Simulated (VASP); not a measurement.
Crystal: Cd2S.

```
CELL_PARAMETERS angstrom
3.98891 0.00000 0.00000
-1.99446 3.45450 0.00000
0.00000 0.00000 5.84766
ATOMIC_POSITIONS crystal
Cd 0.33333 0.66667 0.93272
Cd 0.66667 0.33333 0.57873
S 0.33333 0.66667 0.36571
```

This cell differs from its parent crystal: volume scaled by 1.02.

Base run:

```yaml
Program: VASP 6.6.1
Functional: PBEsol
Potentials_or_basis: VASP PAW PBE potentials, release 64 (Cd, S)
Cutoff: 520 eV
k_mesh: 8 × 8 × 5
Occupations: fermi-dirac, width 0.05 eV
Spin: no spin polarisation
```

Its results: band gap on the k mesh 0.24 eV, indirect (least direct gap 0.56 eV); pressure -3.5 GPa; largest force 0.191 eV/Å.

Q: The run is repeated on the same cell with these changes: functional from PBEsol to LDA; potentials or basis from VASP PAW PBE potentials, release 64 (Cd, S) to VASP PAW LDA potentials, release 64 (Cd, S). What comes out?

A: Band gap on the k mesh 0.25 eV, indirect (least direct gap 0.56 eV); pressure -5.2 GPa; largest force 0.217 eV/Å.

Caveats: the PAW data sets were made with another functional, which shifts forces and pressure a little (some runs).

A k mesh can miss the band edges.
